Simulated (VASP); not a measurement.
# BP in VASP: further runs, part 2 of 3

VASP 6.6.1.

**3. Electric field gradients, r2SCAN (functional r2scan, volume scaled by 0.96)**

Input file POSCAR:

```
BP
1.0
    0.0000000000      2.2383340787      2.2383340787
    2.2383340787      0.0000000000      2.2383340787
    2.2383340787      2.2383340787      0.0000000000
B P
1 1
Direct
    0.0000000000      0.0000000000      0.0000000000
    0.7500000000      0.7500000000      0.7500000000
```

Input file INCAR.step1:

```
PREC = Accurate ; ENCUT = 520
ISMEAR = -1 ; SIGMA = 0.05
LREAL = F ; LASPH = T
NELM = 60 ; NBANDS = 11
GGA = PE ; ALGO = Normal
EDIFF = 1E-4 ; LWAVE = T
LCHARG = F
```

Input file INCAR.step2:

```
PREC = Accurate ; ENCUT = 520
EDIFF = 1E-8 ; ISMEAR = -1
SIGMA = 0.05 ; LREAL = F
LASPH = T ; NELM = 60
ALGO = Normal ; ISIF = 2
LWAVE = F ; LCHARG = F
METAGGA = R2SCAN ; LMIXTAU = T
LEFG = T ; NBANDS = 11
ISTART = 1
```

Input file KPOINTS:

```
Automatic mesh
0
Gamma
  15 15 15
```

Potentials or basis: VASP PAW PBE potentials, release 64 (B, P).

Run with:

```
cat potpaw_PBE.64/B/POTCAR potpaw_PBE.64/P/POTCAR > POTCAR
cp INCAR.step1 INCAR
mpirun -np 1 vasp_std > vasp.out
cp INCAR.step2 INCAR
mpirun -np 1 vasp_std > vasp.out
```

OUTCAR:

```text
PREC = Accurate
   ENCUT = 520
   EDIFF = 1E-8
   ISMEAR = -1
   LREAL = F
   LASPH = T
   NELM = 60
   ISIF = 2
   METAGGA = R2SCAN
   ISTART = 1

 ion  position               nearest neighbor table
   1  0.000  0.000  0.000-   2 1.94   2 1.94   2 1.94   2 1.94
   2  0.750  0.750  0.750-   1 1.94   1 1.94   1 1.94   1 1.94

  LATTYP: Found a face centered cubic cell.
 ALAT       =     4.4766681574

  Lattice vectors:

 A1 = (   0.0000000000,   2.2383340787,   2.2383340787)
 A2 = (   2.2383340787,   0.0000000000,   2.2383340787)
 A3 = (   2.2383340787,   2.2383340787,   0.0000000000)

Analysis of symmetry for initial positions (statically):
=====================================================================
 Subroutine PRICEL returns:
 Original cell was already a primitive cell.

 Routine SETGRP: Setting up the symmetry group for a
 face centered cubic supercell.

 Subroutine GETGRP returns: Found 24 space group operations
 (whereof 24 operations were pure point group operations)
 out of a pool of 48 trial point group operations.

The static configuration has the point symmetry T_d .

Analysis of symmetry for dynamics (positions and initial velocities):
=====================================================================
 Subroutine PRICEL returns:
 Original cell was already a primitive cell.

 Routine SETGRP: Setting up the symmetry group for a
 face centered cubic supercell.

 Subroutine GETGRP returns: Found 24 space group operations
 (whereof 24 operations were pure point group operations)
 out of a pool of 48 trial point group operations.

The dynamic configuration has the point symmetry T_d .

 Subroutine INISYM returns: Found 24 space group operations
 (whereof 24 operations are pure point group operations),
 and found     1 'primitive' translations

----------------------------------------------------------------------------------------

                                     Primitive cell

  volume of cell :      22.4287

  direct lattice vectors                    reciprocal lattice vectors
     0.000000000  2.238334079  2.238334079    -0.223380417  0.223380417  0.223380417
     2.238334079  0.000000000  2.238334079     0.223380417 -0.223380417  0.223380417
     2.238334079  2.238334079  0.000000000     0.223380417  0.223380417 -0.223380417

  length of vectors
     3.165482411  3.165482411  3.165482411     0.386906232  0.386906232  0.386906232

  position of ions in fractional coordinates (direct lattice)
     0.000000000  0.000000000  0.000000000
     0.750000000  0.750000000  0.750000000

  ion indices of the primitive-cell ions
   primitive index   ion index
                 1           1
                 2           2

----------------------------------------------------------------------------------------

 KPOINTS: Automatic mesh

Automatic generation of k-mesh.
 Grid dimensions read from file:
 generate k-points for:   15   15   15

 Generating k-lattice:

  Cartesian coordinates                     Fractional coordinates (reciprocal lattice)
[... 70 lines left out ...]
   PSTRESS=    0.0 pullay stress
   NELECT =       8.0000    total number of electrons
   NUPDOWN=      -1.0000    fix difference up-down
   EMIN   =  10.00;   EMAX   =-10.00  energy-range for DOS
   EFERMI =   0.00;   METHOD = LEGACY
   ISMEAR =    -1;   SIGMA  =   0.05  broadening in eV -4-tet -1-fermi 0-gaus
   EFERMI_NEDOS =   21; number of points for ismear=-14 and -15
   IALGO  =     38    algorithm
   IMIX   =      4    mixing-type and parameters
     AMIX     =   0.40;   BMIX     =  1.00
     AMIX_MAG =   1.60;   BMIX_MAG =  1.00
  volume/ion in A,a.u.               =      11.21        75.68
  Fermi-wavevector in a.u.,A,eV,Ry     =   1.161012  2.193994 18.339948  1.347948
  Thomas-Fermi vector in A             =   2.297588
   LORBIT       =      0    0 simple, 1 ext, 2 COOP (PROOUT), +10 PAW based schemes
   METAGGA = R2SCAN    functional components
   LHFCALC =     F    Hartree Fock is set to
   AEXX    =    0.0000 exact exchange contribution
   IVDW    =     0    specifies the selected vdW correction
   LEPSILON=     F    determine dielectric tensor
   LRPA    =     F    only Hartree local field effects (RPA)
 non-spin polarized calculation
  energy-cutoff  :      520.00
  volume of cell :       22.43
 maximum number of plane-waves:       620
   NGX = 11   NGY = 11   NGZ = 11

 number of electron       8.0000001 magnetization

 Free energy of the ion-electron system (eV)
  ---------------------------------------------------
  ext. energy  EPLUGINS =         0.00000000
  ---------------------------------------------------
  free energy    TOTEN  =       -17.29397997 eV

  energy without entropy =      -17.29397996  energy(sigma->0) =      -17.29397997

 E-fermi :   8.5602     XC(G=0): -11.6869

 val. band max:        7.8817981029   @ k =   0.0000   0.0000   0.0000
 cond. band min:       9.2734583294   @ k =   0.4000   0.4000   0.0000
 fundamental gap:      1.3916602265
 Fermi energy:         8.5602183150

 k-point     1 :       0.0000    0.0000    0.0000
  band No.  band energies     occupation
      1      -8.7594      2.00000
      2       7.8818      2.00000
      3       7.8818      2.00000
      4       7.8818      2.00000
      5      11.5874      0.00000
      6      11.5874      0.00000
      7      11.5874      0.00000
      8      16.5555      0.00000
      9      20.6055      0.00000
     10      20.6450      0.00000
     11      20.6450      0.00000
[... 309 lines left out ...]
 k-point    24 :       0.2000    0.1333    0.0000
  band No.  band energies     occupation
      1      -7.9803      2.00000
      2       5.0715      2.00000
      3       6.0055      2.00000
      4       6.4117      2.00000
      5      10.8760      0.00000
      6      14.1113      0.00000
      7      14.2448      0.00000
      8      15.6390      0.00000
      9      19.7669      0.00000
     10      21.2039      0.00000
     11      22.8223      0.00000

 [... further k-points ...]
[... 5 lines left out ...]
  --------------------------------------------------------------------------------------
  -------------------------------------------------------------------------------------
  Total        0.9408961      0.9408961      0.9408961      0.0000000      0.0000000      0.0000000
  in kB       67.2121128     67.2121128     67.2121128      0.0000000      0.0000000      0.0000000
  external PRESSURE =      67.2121128 kB  Pullay stress =       0.0000000 kB

 VOLUME and BASIS-vectors are now :
 -----------------------------------------------------------------------------
  energy-cutoff  :      520.00
  volume of cell :       22.43
      direct lattice vectors                 reciprocal lattice vectors
     0.000000000  2.238334079  2.238334079    -0.223380417  0.223380417  0.223380417
     2.238334079  0.000000000  2.238334079     0.223380417 -0.223380417  0.223380417
     2.238334079  2.238334079  0.000000000     0.223380417  0.223380417 -0.223380417

 POSITION                                       TOTAL-FORCE (eV/Angst)
 -----------------------------------------------------------------------------------
      0.00000      0.00000      0.00000        -0.000000     -0.000000     -0.000000
      3.35750      3.35750      3.35750         0.000000      0.000000      0.000000
 -----------------------------------------------------------------------------------
    total drift:                               -0.000000     -0.000000     -0.000000

  FREE ENERGIE OF THE ION-ELECTRON SYSTEM (eV)
  ---------------------------------------------------
  free  energy   TOTEN  =       -17.2939799703 eV

  energy  without entropy=      -17.2939799646  energy(sigma->0) =      -17.29397997

 Electric field gradients (V/A^2)
---------------------------------------------------------------------
 ion       V_xx      V_yy      V_zz      V_xy      V_xz      V_yz
---------------------------------------------------------------------
   1       0.000    -0.000    -0.000     0.000     0.000     0.000
   2      -0.000     0.000    -0.000    -0.000    -0.000    -0.000
---------------------------------------------------------------------

 Electric field gradients after diagonalization (V/A^2)
 (convention: |V_zz| > |V_xx| > |V_yy|)
----------------------------------------------------------------------
 ion       V_xx      V_yy      V_zz     asymmetry (V_yy - V_xx)/ V_zz
----------------------------------------------------------------------
   1      -0.000    -0.000     0.000       0.000
   2       0.000     0.000    -0.000       0.000
----------------------------------------------------------------------

           NMR quadrupolar parameters

 Cq : quadrupolar parameter    Cq=e*Q*V_zz/h
 eta: asymmetry parameters     (V_yy - V_xx)/ V_zz
 Q  : nuclear electric quadrupole moment in mb (millibarn)
----------------------------------------------------------------------
 ion       Cq(MHz)       eta       Q (mb)
----------------------------------------------------------------------
   1       0.000       0.000       1.000
   2      -0.000       0.000       1.000
----------------------------------------------------------------------
```

It took 4.3 min on 1 thread of AMD EPYC 7R13, shared host; peak memory 0.13 GiB.

Results:

```
Free energy            : -17.2940 eV
Pressure               : 6.7 GPa
Band gap on the k mesh : 1.39 eV, indirect (least direct gap 3.71 eV)
```

Caveat: without QUAD_EFG the Cq values of the log hold for a quadrupole moment of 1 mb, not for the nuclei; the PAW data sets were made with another functional, which shifts forces and pressure a little. A k mesh can miss the band edges.

**4. Electric field gradients, r2SCAN**

Input file POSCAR:

```
BP
1.0
    0.0000000000      2.2690000000      2.2690000000
    2.2690000000      0.0000000000      2.2690000000
    2.2690000000      2.2690000000      0.0000000000
B P
1 1
Direct
    0.0000000000      0.0000000000      0.0000000000
    0.7500000000      0.7500000000      0.7500000000
```

Input file INCAR.step1:

```
ALGO = Normal
EDIFF = 1E-4
ENCUT = 520
GGA = PE
ISMEAR = -1
LASPH = True
LCHARG = False
LREAL = False
LWAVE = True
NBANDS = 11
NELM = 100
PREC = Accurate
SIGMA = 0.05
```

Input file INCAR.step2:

```
ALGO = Normal
EDIFF = 1E-8
ENCUT = 520
ISIF = 2
ISMEAR = -1
ISTART = 1
LASPH = True
LCHARG = False
LEFG = True
LMIXTAU = True
LREAL = False
LWAVE = False
METAGGA = R2SCAN
NBANDS = 11
NELM = 100
PREC = Accurate
SIGMA = 0.05
```

Input file KPOINTS:

```
k-points
0
Gamma
  15 15 15
```

Potentials or basis: VASP PAW PBE potentials, release 64 (B, P).

Run with:

```
cat potpaw_PBE.64/B/POTCAR potpaw_PBE.64/P/POTCAR > POTCAR
cp INCAR.step1 INCAR
mpirun -np 1 vasp_std > vasp.out
cp INCAR.step2 INCAR
mpirun -np 1 vasp_std > vasp.out
```

OUTCAR:

```text
EDIFF = 1E-8
   ENCUT = 520
   ISIF = 2
   ISMEAR = -1
   ISTART = 1
   LASPH = True
   LREAL = False
   METAGGA = R2SCAN
   NELM = 100
   PREC = Accurate

 ion  position               nearest neighbor table
   1  0.000  0.000  0.000-   2 1.97   2 1.97   2 1.97   2 1.97
   2  0.750  0.750  0.750-   1 1.97   1 1.97   1 1.97   1 1.97

  LATTYP: Found a face centered cubic cell.
 ALAT       =     4.5380000000

  Lattice vectors:

 A1 = (   0.0000000000,   2.2690000000,   2.2690000000)
 A2 = (   2.2690000000,   0.0000000000,   2.2690000000)
 A3 = (   2.2690000000,   2.2690000000,   0.0000000000)

Analysis of symmetry for initial positions (statically):
=====================================================================
 Subroutine PRICEL returns:
 Original cell was already a primitive cell.

 Routine SETGRP: Setting up the symmetry group for a
 face centered cubic supercell.

[... 523 lines left out ...]
  volume of cell :       23.36
      direct lattice vectors                 reciprocal lattice vectors
     0.000000000  2.269000000  2.269000000    -0.220361393  0.220361393  0.220361393
     2.269000000  0.000000000  2.269000000     0.220361393 -0.220361393  0.220361393
     2.269000000  2.269000000  0.000000000     0.220361393  0.220361393 -0.220361393

 POSITION                                       TOTAL-FORCE (eV/Angst)
 -----------------------------------------------------------------------------------
      0.00000      0.00000      0.00000        -0.000000     -0.000000      0.000000
      3.40350      3.40350      3.40350         0.000000      0.000000     -0.000000
 -----------------------------------------------------------------------------------
    total drift:                               -0.000000     -0.000000     -0.000000

  FREE ENERGIE OF THE ION-ELECTRON SYSTEM (eV)
  ---------------------------------------------------
  free  energy   TOTEN  =       -17.3115466209 eV

  energy  without entropy=      -17.3115466176  energy(sigma->0) =      -17.31154662

 Electric field gradients (V/A^2)
---------------------------------------------------------------------
 ion       V_xx      V_yy      V_zz      V_xy      V_xz      V_yz
---------------------------------------------------------------------
   1      -0.000    -0.000     0.000     0.000     0.000     0.000
   2       0.000    -0.000     0.000    -0.000    -0.000    -0.000
---------------------------------------------------------------------

 Electric field gradients after diagonalization (V/A^2)
 (convention: |V_zz| > |V_xx| > |V_yy|)
----------------------------------------------------------------------
 ion       V_xx      V_yy      V_zz     asymmetry (V_yy - V_xx)/ V_zz
----------------------------------------------------------------------
   1      -0.000    -0.000     0.000       0.000
   2       0.000     0.000    -0.000       0.000
----------------------------------------------------------------------

           NMR quadrupolar parameters

 Cq : quadrupolar parameter    Cq=e*Q*V_zz/h
 eta: asymmetry parameters     (V_yy - V_xx)/ V_zz
 Q  : nuclear electric quadrupole moment in mb (millibarn)
----------------------------------------------------------------------
 ion       Cq(MHz)       eta       Q (mb)
----------------------------------------------------------------------
   1       0.000       0.000       1.000
   2      -0.000       0.000       1.000
----------------------------------------------------------------------
```

OSZICAR.step1:

```text
N       E                     dE             d eps       ncg     rms          rms(c)
DAV:   1     0.101907453913E+02    0.10191E+02   -0.39772E+03  2640   0.657E+02
DAV:   2    -0.129688226827E+02   -0.23160E+02   -0.21942E+02  3591   0.110E+02
DAV:   3    -0.136355224682E+02   -0.66670E+00   -0.66470E+00  3334   0.162E+01
DAV:   4    -0.136381703060E+02   -0.26478E-02   -0.26476E-02  3010   0.120E+00
DAV:   5    -0.136381839404E+02   -0.13634E-04   -0.13634E-04  3272   0.859E-02    0.721E+00
DAV:   6    -0.130288565436E+02    0.60933E+00   -0.13900E+00  3003   0.510E+00    0.388E+00
DAV:   7    -0.129380799233E+02    0.90777E-01   -0.23322E-01  3300   0.240E+00    0.133E+00
DAV:   8    -0.129302633195E+02    0.78166E-02   -0.26601E-02  3084   0.930E-01    0.193E-01
DAV:   9    -0.129305853286E+02   -0.32201E-03   -0.70870E-04  3080   0.180E-01    0.123E-01
DAV:  10    -0.129307813579E+02   -0.19603E-03   -0.24838E-04  2979   0.989E-02    0.283E-02
DAV:  11    -0.129307918179E+02   -0.10460E-04   -0.10846E-05  1533   0.222E-02
   1 F= -.12930792E+02 E0= -.12930792E+02  d E =-.240623E-07
```

It took 4 min on 1 thread of AMD EPYC 7R13, shared host; peak memory 0.13 GiB.

Results:

* Free energy: -17.3115 eV
* Pressure: -0.7 GPa
* Band gap on the k mesh: 1.45 eV, indirect (least direct gap 3.64 eV)

Caveat: without QUAD_EFG the Cq values of the log hold for a quadrupole moment of 1 mb, not for the nuclei; the PAW data sets were made with another functional, which shifts forces and pressure a little.

[end of part 2 of 3]
